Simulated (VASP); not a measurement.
## Si: single point with PBE

The system is Si.

```xyz
4
Lattice="3.7559 0.0000 0.0000 -1.8779 3.2527 0.0000 0.0000 0.0000 6.6915" Properties=species:S:1:pos:R:3 pbc="T T T"
Si    0.0000    2.1685    0.2949
Si    1.8779    1.0842    3.6407
Si    0.0000    2.1685    3.0508
Si    1.8779    1.0842    6.3965
```

This isn't the form of Si at room conditions, which is diamond.

This cell differs from its parent crystal: atoms shifted along a free coordinate, c/a of the conventional cell at fixed volume 1.7816.

```yaml
Program: VASP 6.6.1
Task: single point
Functional: PBE
Potentials_or_basis: VASP PAW PBE potentials, release 64 (Si)
Cutoff: 520 eV
k_mesh: 12 × 12 × 6
Occupations: gaussian, width 0.05 eV
Spin: no spin polarisation
Dipole_correction: no
Further_INCAR_settings: ALGO = Normal; EDIFF = 1e-07; NBANDS = 16
```

```json
{
 "Pressure": "4.9 GPa",
 "Largest force": "2.147 eV/Å",
 "Band gap on the k mesh": "zero (bands 8 and 9 overlap by 0.19 eV)"
}
```

Forces in eV/Å, atoms in the order of the input:
```
Si   0.000  0.000  2.147
Si   0.000  0.000  2.147
Si   0.000  0.000 -2.147
Si   0.000  0.000 -2.147
```

Stress tensor (GPa, compression positive):
```
12.23  0.00  0.00
 0.00 12.23  0.00
 0.00  0.00 -9.67
```

Levels at points of the mesh, in eV from the Fermi level:
```csv
k point,band 4,band 5,band 6,band 7,band 8,band 9,band 10,band 11,band 12,band 13
"(0.00, 0.00, 0.00)",-2.07,-2.07,-1.22,-1.22,0.01,0.32,0.98,1.90,1.90,3.11
"(0.50, 0.00, 0.00)",-7.28,-4.37,-3.65,-2.70,-2.65,-0.10,1.35,2.14,3.32,3.77
"(0.00, 0.00, 0.50)",-4.45,-1.69,-1.69,-1.69,-1.69,1.57,1.57,2.44,2.44,2.44
"(0.50, 0.00, 0.50)",-8.08,-3.24,-3.24,-2.53,-2.53,0.38,0.38,0.55,0.55,5.67
```

Run time: 110 s on 1 thread of Intel Xeon 8259CL (shared host), peak memory 0.22 GiB.

Caveat: the cell stands under pressure; semilocal functionals underestimate gaps, so a narrow gap can read as zero; forces of over 1 eV/Å act on the atoms, so gaps and moduli don't describe the material at rest.
